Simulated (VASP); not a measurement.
The system is As.

```
As
1.0
     1.88080    1.08588    3.51406
    -1.88080    1.08588    3.51406
     0.00000   -2.17176    3.51406
As
2
Direct
  0.77400 0.77400 0.77400
  0.22600 0.22600 0.22600
```

| Item | Value |
| --- | --- |
| Program | VASP 6.6.1 |
| Task | relaxation of cell and atoms |
| Functional | r2SCAN |
| Potentials or basis | VASP PAW PBE potentials, release 64 (As) |
| Cutoff | 600 eV |
| k mesh | 7 × 7 × 7 |
| Occupations | fermi-dirac, width 0.1 eV |
| Spin | no spin polarisation |

At the start: pressure 1.9 GPa; volume 21.53 Å³/atom.

Task: How do energy, volume and symmetry change on relaxing?

Result: Over 11 steps the energy falls by 5.5 meV/atom and the volume is 22.82 Å³/atom (+6.0 %); space group R-3m (No. 166, to 0.1 Å) before and after.

Step by step:
```tsv
step	energy change (eV)	largest force (eV/Å)	pressure (GPa)	volume (Å³)
1	0.0000	0.1526	1.90	43.06
2	-0.0022	0.2271	-1.24	44.67
3	-0.0058	0.0641	0.07	43.95
4	-0.0065	0.0480	0.06	44.07
5	-0.0081	0.0023	0.01	44.43
6	-0.0091	0.1142	-0.03	45.15
7	-0.0096	0.0947	-0.07	45.24
8	-0.0106	0.0329	-0.17	45.52
9	-0.0104	0.0953	-0.37	46.06
10	-0.0108	0.0196	-0.26	45.75
11	-0.0110	0.0008	-0.02	45.65
```

Final structure:
```yaml
crystal:
  lattice:
    - [1.87497, 1.08252, 3.74848]
    - [-1.87497, 1.08252, 3.74848]
    - [0.00000, -2.16503, 3.74848]
  atoms:
    - { symbol: As, position: [0.77634, 0.77634, 0.77634] }
    - { symbol: As, position: [0.22366, 0.22366, 0.22366] }
```

Caveat: the PAW data sets were made with another functional, which shifts forces and pressure a little.
